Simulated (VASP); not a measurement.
# Zn2CdSe (P6/mmm) in VASP: a series of runs

The runs below take Zn2CdSe through single point, relaxation of cell and atoms, with PBE.

Program: VASP 6.6.1. These are calculated values, not measurements. Logs are shortened: lines on timing, memory, paths and dates and some standing lists are left out, and cuts for length are marked.

## Step 1: The cell of the first run

It takes space group P6/mmm (No. 191, hexagonal). Conventional cell: a = 2.870 Å, b = 2.870 Å, c = 11.456 Å, α = 90.00°, β = 90.00°, γ = 120.00°. Within 3.6 Å of Zn (site symmetry 6mm) lie 1 Se at 2.77 Å and 6 Zn at 2.87 Å and 1 Cd at 2.96 Å. Cd (site symmetry 6/mmm) has 6 Cd at 2.87 Å and 2 Zn at 2.96 Å within 3.8 Å. Se (site symmetry 6/mmm) has 2 Zn at 2.77 Å and 6 Se at 2.87 Å within 3.6 Å.

## Step 2: Single point, PBE

The input, INCAR:

```
SYSTEM = Zn2CdSe
  ALGO = Normal
  EDIFF = 1E-6
  ENCUT = 520
  GGA = PE
  ISIF = 2
  ISMEAR = 0
  LASPH = .TRUE.
  LCHARG = .FALSE.
  LREAL = .FALSE.
  LWAVE = .FALSE.
  NBANDS = 29
  NELM = 60
  PREC = Accurate
  SIGMA = 0.1
```

The input, KPOINTS:

```
k-points
0
G
  6 6 4
  0 0 0
```

The input, POSCAR:

```
Zn2CdSe
1.0
    2.8696561045      0.0000000000      0.0000000000
   -1.4348280522      2.4851950866      0.0000000000
    0.0000000000      0.0000000000     11.4564269085
Zn Cd Se
2 1 1
Direct
    0.0000000000      0.0000000000      0.2585075383
    0.0000000000      0.0000000000      0.7414924617
    0.0000000000      0.0000000000      0.0000000000
    0.0000000000      0.0000000000      0.5000000000
```

Potentials or basis: VASP PAW PBE potentials, release 64 (Zn, Cd, Se).

Launch:

```console
$ cat potpaw_PBE.64/Zn/POTCAR potpaw_PBE.64/Cd/POTCAR potpaw_PBE.64/Se/POTCAR > POTCAR
$ mpirun -np 1 vasp_std > vasp.out
```

OUTCAR:

```text
SYSTEM = Zn2CdSe
   EDIFF = 1E-6
   ENCUT = 520
   GGA = PE
   ISIF = 2
   ISMEAR = 0
   LASPH = .TRUE.
   LREAL = .FALSE.
   NELM = 60
   PREC = Accurate

 ion  position               nearest neighbor table
   1  0.000  0.000  0.259-   4 2.77   3 2.96
   2  0.000  0.000  0.741-   4 2.77   3 2.96
   3  0.000  0.000  0.000-   1 2.96   2 2.96
   4  0.000  0.000  0.500-   1 2.77   2 2.77

  LATTYP: Found a hexagonal cell.
 ALAT       =     2.8696561045
 C/A-ratio  =     3.9922647493

  Lattice vectors:

 A1 = (   2.8696561045,   0.0000000000,   0.0000000000)
 A2 = (  -1.4348280522,   2.4851950866,   0.0000000000)
 A3 = (   0.0000000000,   0.0000000000,  11.4564269085)

Analysis of symmetry for initial positions (statically):
=====================================================================
 Subroutine PRICEL returns:
 Original cell was already a primitive cell.

 Routine SETGRP: Setting up the symmetry group for a
 hexagonal supercell.

 Subroutine GETGRP returns: Found 24 space group operations
 (whereof 24 operations were pure point group operations)
 out of a pool of 24 trial point group operations.

The static configuration has the point symmetry D_6h.

Analysis of symmetry for dynamics (positions and initial velocities):
=====================================================================
 Subroutine PRICEL returns:
 Original cell was already a primitive cell.

 Routine SETGRP: Setting up the symmetry group for a
 hexagonal supercell.

 Subroutine GETGRP returns: Found 24 space group operations
 (whereof 24 operations were pure point group operations)
 out of a pool of 24 trial point group operations.

The dynamic configuration has the point symmetry D_6h.

 Subroutine INISYM returns: Found 24 space group operations
 (whereof 24 operations are pure point group operations),
 and found     1 'primitive' translations

----------------------------------------------------------------------------------------

                                     Primitive cell

  volume of cell :      81.7033

  direct lattice vectors                    reciprocal lattice vectors
     2.869656105  0.000000000  0.000000000     0.348473811  0.201191449  0.000000000
    -1.434828052  2.485195087  0.000000000     0.000000000  0.402382898  0.000000000
     0.000000000  0.000000000 11.456426908     0.000000000  0.000000000  0.087287250

  length of vectors
     2.869656105  2.869656104 11.456426908     0.402382898  0.402382898  0.087287250

  position of ions in fractional coordinates (direct lattice)
     0.000000000  0.000000000  0.258507538
     0.000000000  0.000000000  0.741492462
     0.000000000  0.000000000  0.000000000
     0.000000000  0.000000000  0.500000000

  ion indices of the primitive-cell ions
   primitive index   ion index
                 1           1
                 2           2
                 3           3
                 4           4

----------------------------------------------------------------------------------------

 KPOINTS: k-points

Automatic generation of k-mesh.
 Grid dimensions read from file:
 generate k-points for:    6    6    4

 Generating k-lattice:

  Cartesian coordinates                     Fractional coordinates (reciprocal lattice)
     0.058078969  0.033531908  0.000000000     0.166666667 -0.000000000  0.000000000
     0.000000000  0.067063816  0.000000000     0.000000000  0.166666667  0.000000000
     0.000000000  0.000000000  0.021821813     0.000000000  0.000000000  0.250000000

  Length of vectors
     0.067063816  0.067063816  0.021821813

  Shift w.r.t. Gamma in fractional coordinates (k-lattice)
     0.000000000  0.000000000  0.000000000

 Subroutine IBZKPT returns following result:
 ===========================================

 Found     21 irreducible k-points:

 Following reciprocal coordinates:
            Coordinates               Weight
  0.000000  0.000000  0.000000      1.000000
  0.166667  0.000000  0.000000      6.000000
  0.333333  0.000000  0.000000      6.000000
  0.500000  0.000000  0.000000      3.000000
  0.166667  0.166667  0.000000      6.000000
  0.333333  0.166667  0.000000     12.000000
[... 13 lines left out ...]
  0.333333  0.166667  0.500000     12.000000
  0.333333  0.333333  0.500000      2.000000
   k-points           NKPTS =     21   k-points in BZ     NKDIM =     21   number of bands    NBANDS=     29
   number of dos      NEDOS =    301   number of ions     NIONS =      4
   total plane-waves  NPLWV =  51840
   dimension x,y,z NGX =    24 NGY =   24 NGZ =   90
   dimension x,y,z NGXF=    48 NGYF=   48 NGZF=  180
   ions per type =               2   1   1
   NGX,Y,Z   is equivalent  to a cutoff of  13.90, 13.90, 13.06 a.u.
   NGXF,Y,Z  is equivalent  to a cutoff of  27.81, 27.81, 26.12 a.u.
 SYSTEM =  Zn2CdSe
   PREC   = accura    normal or accurate (medium, high low for compatibility)
   ISTART =      0    job   : 0-new  1-cont  2-samecut
   ICHARG =      2    charge: 1-file 2-atom 10-const
   ISPIN  =      1    spin polarized calculation?
   LNONCOLLINEAR =      F non collinear calculations
   LSORBIT =      F    spin-orbit coupling
   LASPH  =      T    aspherical Exc in radial PAW
   ENCUT  =  520.0 eV  38.22 Ry    6.18 a.u.   5.34  5.34 21.30*2*pi/ulx,y,z
   NELM   =     60;   NELMIN=  2; NELMDL= -5     # of ELM steps
   EDIFF  = 0.1E-05   stopping-criterion for ELM
   LREAL  =      F    real-space projection
   EDIFFG = 0.1E-04   stopping-criterion for IOM
   NSW    =      0    number of steps for IOM
   IBRION =     -1    ionic relax: 0-MD 1-quasi-New 2-CG
   NFREE  =      0    steps in history (QN), initial steepest desc. (CG)
   ISIF   =      2    stress and relaxation
   ISYM   =      2    0-nonsym 1-usesym 2-fastsym
   POTIM  = 0.5000    time-step for ionic-motion
   TEBEG  =    0.0;   TEEND  =   0.0 temperature during run
   PSTRESS=    0.0 pullay stress
   NELECT =      42.0000    total number of electrons
   NUPDOWN=      -1.0000    fix difference up-down
   EMIN   =  10.00;   EMAX   =-10.00  energy-range for DOS
   EFERMI =   0.00;   METHOD = LEGACY
   ISMEAR =     0;   SIGMA  =   0.10  broadening in eV -4-tet -1-fermi 0-gaus
   EFERMI_NEDOS =   21; number of points for ismear=-14 and -15
   IALGO  =     38    algorithm
   IMIX   =      4    mixing-type and parameters
     AMIX     =   0.40;   BMIX     =  1.00
     AMIX_MAG =   1.60;   BMIX_MAG =  1.00
  volume/ion in A,a.u.               =      20.43       137.84
  Fermi-wavevector in a.u.,A,eV,Ry     =   1.311429  2.478241 23.399922  1.719846
  Thomas-Fermi vector in A             =   2.441891
   LORBIT       =      0    0 simple, 1 ext, 2 COOP (PROOUT), +10 PAW based schemes
   GGA     = PE    functional components
   LHFCALC =     F    Hartree Fock is set to
   AEXX    =    0.0000 exact exchange contribution
   IVDW    =     0    specifies the selected vdW correction
   LEPSILON=     F    determine dielectric tensor
   LRPA    =     F    only Hartree local field effects (RPA)
 non-spin polarized calculation
 Gauss-broadening in eV      SIGMA  =   0.10
  energy-cutoff  :      520.00
  volume of cell :       81.70
 maximum number of plane-waves:      2239
 NGX is ok and might be reduce to    24
   NGX = 11   NGY = 11   NGZ = 43

 number of electron      42.0000018 magnetization

 Free energy of the ion-electron system (eV)
  ---------------------------------------------------
  ext. energy  EPLUGINS =         0.00000000
  ---------------------------------------------------
  free energy    TOTEN  =        -5.82785509 eV

  energy without entropy =       -5.81098185  energy(sigma->0) =       -5.81941847

 E-fermi :   3.0065     XC(G=0): -10.4527

 val. band max:        2.9526861551   @ k =   0.5000   0.0000   0.2500
 cond. band min:       3.0067227604   @ k =   0.1667   0.1667   0.0000
 fundamental gap:      0.0540366052
 Fermi energy:         3.0065157533

 k-point     1 :       0.0000    0.0000    0.0000
  band No.  band energies     occupation
      1     -13.0521      2.00000
      2      -7.1433      2.00000
      3      -6.4388      2.00000
      4      -6.4388      2.00000
      5      -5.6176      2.00000
      6      -5.6176      2.00000
[... 21 lines left out ...]
     28      15.8274      0.00000
     29      15.8274      0.00000

 k-point     2 :       0.1667    0.0000    0.0000
  band No.  band energies     occupation
      1     -12.4837      2.00000
      2      -6.8946      2.00000
      3      -6.4937      2.00000
      4      -6.1447      2.00000
      5      -5.9368      2.00000
      6      -5.6676      2.00000
[... 21 lines left out ...]
     28      13.0947      0.00000
     29      15.0399      0.00000

 k-point     3 :       0.3333    0.0000    0.0000
  band No.  band energies     occupation
      1     -10.9284      2.00000
      2      -7.1213      2.00000
      3      -6.4238      2.00000
      4      -6.0557      2.00000
      5      -5.7664      2.00000
      6      -5.5093      2.00000
[... 21 lines left out ...]
     28      10.5200      0.00000
     29      10.8990      0.00000

 k-point     4 :       0.5000    0.0000    0.0000
  band No.  band energies     occupation
      1      -9.6128      2.00000
      2      -7.2984      2.00000
      3      -6.6300      2.00000
      4      -5.8357      2.00000
      5      -5.8153      2.00000
      6      -5.1631      2.00000
[... 501 lines left out ...]
     28      11.1382      0.00000
     29      11.3554      0.00000

 k-point    20 :       0.3333    0.1667    0.5000
  band No.  band energies     occupation
      1      -9.7466      2.00000
      2      -6.9105      2.00000
      3      -6.5062      2.00000
      4      -5.9828      2.00000
      5      -5.9584      2.00000
      6      -5.5492      2.00000
[... 21 lines left out ...]
     28       9.5888      0.00000
     29       9.6995      0.00000

 k-point    21 :       0.3333    0.3333    0.5000
  band No.  band energies     occupation
      1      -8.9873      2.00000
      2      -6.3033      2.00000
      3      -6.3033      2.00000
      4      -6.2286      2.00000
      5      -6.2286      2.00000
      6      -5.9073      2.00000
[... 21 lines left out ...]
     28       7.6978      0.00000
     29       8.1756      0.00000

------------------------ aborting loop because EDIFF is reached ----------------------------------------

  FORCE on cell =-STRESS in cart. coord.  units (eV):
  Direction    XX          YY          ZZ          XY          YZ          ZX
  --------------------------------------------------------------------------------------
  -------------------------------------------------------------------------------------
  Total        0.0800305      0.0800305      0.0598248      0.0000000     -0.0000000     -0.0000000
  in kB        1.5693743      1.5693743      1.1731463      0.0000000     -0.0000000     -0.0000000
  external PRESSURE =       1.4372983 kB  Pullay stress =       0.0000000 kB

 VOLUME and BASIS-vectors are now :
 -----------------------------------------------------------------------------
  energy-cutoff  :      520.00
  volume of cell :       81.70
      direct lattice vectors                 reciprocal lattice vectors
     2.869656105  0.000000000  0.000000000     0.348473811  0.201191449  0.000000000
    -1.434828052  2.485195087  0.000000000     0.000000000  0.402382898  0.000000000
     0.000000000  0.000000000 11.456426908     0.000000000  0.000000000  0.087287250

 POSITION                                       TOTAL-FORCE (eV/Angst)
 -----------------------------------------------------------------------------------
      0.00000      0.00000      2.96157        -0.000000     -0.000000      0.013715
      0.00000      0.00000      8.49485        -0.000000      0.000000     -0.013715
      0.00000      0.00000      0.00000         0.000000     -0.000000      0.000000
      0.00000      0.00000      5.72821         0.000000     -0.000000      0.000000
 -----------------------------------------------------------------------------------
    total drift:                                0.000000      0.000000      0.000000

  FREE ENERGIE OF THE ION-ELECTRON SYSTEM (eV)
  ---------------------------------------------------
  free  energy   TOTEN  =        -5.8278550902 eV

  energy  without entropy=       -5.8109818534  energy(sigma->0) =       -5.81941847
```

Run time: 78 s. Hardware: 1 thread of AMD EPYC 7R43 (Zen 3), shared host; peak memory 0.2 GiB.

What came out:

```
Free energy            : -5.8279 eV
Pressure               : 0.1 GPa
Largest force          : 0.014 eV/Å
Band gap on the k mesh : zero (band 21 reaches 4.26 eV, above the bottom of band 22 at 2.58 eV)
```

Forces in eV/Å, atoms in the order of the input:
```
Zn   0.000  0.000  0.014
Zn   0.000  0.000 -0.014
Cd   0.000  0.000  0.000
Se   0.000  0.000  0.000
```

Levels at points of the mesh, in eV from the Fermi level:
```csv
k point,band 19,band 20,band 21,band 22,band 23,band 24
"(0.00, 0.00, 0.00)",-4.91,-4.64,0.50,1.78,3.38,3.38
"(0.50, 0.00, 0.00)",-1.68,-0.93,-0.88,0.27,0.49,0.63
"(0.00, 0.00, 0.50)",-6.56,-2.73,-1.54,3.38,3.38,4.33
"(0.50, 0.00, 0.50)",-1.82,-0.58,-0.47,-0.42,0.08,0.63
```

Caveat: the k points lie up to 0.42 Å⁻¹ apart.

## Step 3: Relaxation of cell and atoms, PBE

This run uses another cell than the first one, of 23.73 Å³/atom, 1.162 times its volume.

The input, INCAR:

```
PREC = Accurate
ENCUT = 600
EDIFF = 1E-7
ISMEAR = 0
SIGMA = 0.1
LREAL = F
LASPH = T
NELM = 60
ALGO = Normal
ISIF = 3
LWAVE = F
LCHARG = F
GGA = PE
IBRION = 2
NSW = 90
EDIFFG = -0.04
```

The input, KPOINTS:

```
Automatic mesh
0
Gamma
  6 6 4
```

The input, POSCAR:

```
Zn2CdSe
1.0
    3.9418223200      0.0000000000      0.0000000000
   -1.9709111600      3.4137182700      0.0000000000
    0.0000000000      0.0000000000      7.0534214200
Zn Cd Se
2 1 1
Direct
    0.0000000000      0.0000000000      0.2475361900
    0.0000000000      0.0000000000      0.7524638100
    0.0000000000      0.0000000000      0.0000000000
    0.0000000000      0.0000000000      0.5000000000
```

Potentials or basis: VASP PAW PBE potentials, release 64 (Zn, Cd, Se).

Launch:

```console
$ cat potpaw_PBE.64/Zn/POTCAR potpaw_PBE.64/Cd/POTCAR potpaw_PBE.64/Se/POTCAR > POTCAR
$ mpirun -np 1 vasp_std > vasp.out
```

Run time: 17 min. Hardware: 1 thread of Intel Xeon 6975P-C (Granite Rapids), shared host; peak memory 0.28 GiB.

Results (log left out):

| Property | Result |
| --- | --- |
| Free energy | -5.7657 eV |
| Relaxed volume | 20.11 Å³/atom |
| Relaxed cell | a = 2.873 Å, b = 2.873 Å, c = 11.252 Å, α = 90.00°, β = 90.00°, γ = 120.00° |
| Space group after relaxing (to 0.05 Å) | P6/mmm (No. 191) |
| Energy gained by relaxing | 4956.2 meV/atom |
| Ionic steps | 43 |
| Pressure after relaxing | 0.2 GPa |
| Largest force after relaxing | 0.025 eV/Å |
| Band gap on the k mesh | zero (band 21 reaches 4.29 eV, above the bottom of band 22 at 2.70 eV) |

Forces in eV/Å, atoms in the order of the input:
```
Zn   0.000  0.000  0.025
Zn   0.000  0.000 -0.025
Cd   0.000  0.000  0.000
Se   0.000  0.000  0.000
```

The path:
| step | energy change (eV) | largest force (eV/Å) | pressure (GPa) | volume (Å³) |
| --- | --- | --- | --- | --- |
| 1 | 0.0000 | 11.2936 | 88.66 | 94.91 |
| 3 | -15.0717 | 0.4647 | -11.69 | 185.51 |
| 5 | -17.5069 | 0.7405 | -2.69 | 161.31 |
| 7 | -17.6996 | 1.7102 | -0.50 | 152.02 |
| 9 | -17.7112 | 2.0472 | -0.02 | 149.61 |
| 11 | -18.0319 | 0.3639 | -3.50 | 148.74 |
| 13 | -18.8578 | 0.2834 | -3.38 | 124.01 |
| 15 | -19.0126 | 0.3400 | -2.37 | 117.03 |
| 17 | -19.1219 | 0.0197 | -0.97 | 108.80 |
| 19 | -19.1256 | 0.1085 | -0.55 | 106.79 |
| 21 | -19.2696 | 0.3314 | -0.68 | 97.91 |
| 23 | -18.0511 | 1.1250 | 34.39 | 61.17 |
| 25 | -19.5299 | 0.7318 | 3.14 | 80.80 |
| 27 | -19.5857 | 0.6117 | 3.33 | 79.00 |
| 29 | -19.4179 | 0.5090 | 11.43 | 70.59 |
| 31 | -19.6007 | 0.5907 | 7.31 | 73.32 |
| 33 | -19.6828 | 0.5568 | 4.39 | 75.92 |
| 35 | -19.7587 | 0.2416 | -1.33 | 82.12 |
| 37 | -19.7812 | 0.3298 | 0.27 | 80.29 |
| 39 | -19.8067 | 0.2226 | -0.72 | 81.75 |
| 41 | -19.8210 | 0.0356 | 0.81 | 79.69 |
| 43 | -19.8250 | 0.0254 | 0.24 | 80.43 |

Final structure:
```
Zn Cd Se
1.0
     2.87287    0.00000    0.00000
    -1.43643    2.48798    0.00000
     0.00000    0.00000   11.25217
Zn Cd Se
2 1 1
Direct
  0.00000 0.00000 0.25779
  0.00000 0.00000 0.74221
  0.00000 0.00000 0.00000
  0.00000 0.00000 0.50000
```

Levels at points of the mesh, in eV from the Fermi level:
```csv
k point,band 18,band 19,band 20,band 21,band 22,band 23,band 24,band 25
"(0.00, 0.00, 0.00)",-6.93,-4.80,-4.66,0.74,2.03,3.35,3.35,7.87
"(0.50, 0.00, 0.00)",-3.09,-1.76,-1.04,-0.93,0.22,0.57,0.61,1.78
"(0.00, 0.00, 0.50)",-6.86,-6.60,-2.53,-1.47,3.35,3.35,4.70,5.57
"(0.50, 0.00, 0.50)",-3.10,-1.92,-0.68,-0.54,-0.43,0.11,0.61,3.23
```

Caveat: the volume moved by over 15 % at a fixed basis, so the end points are rough.
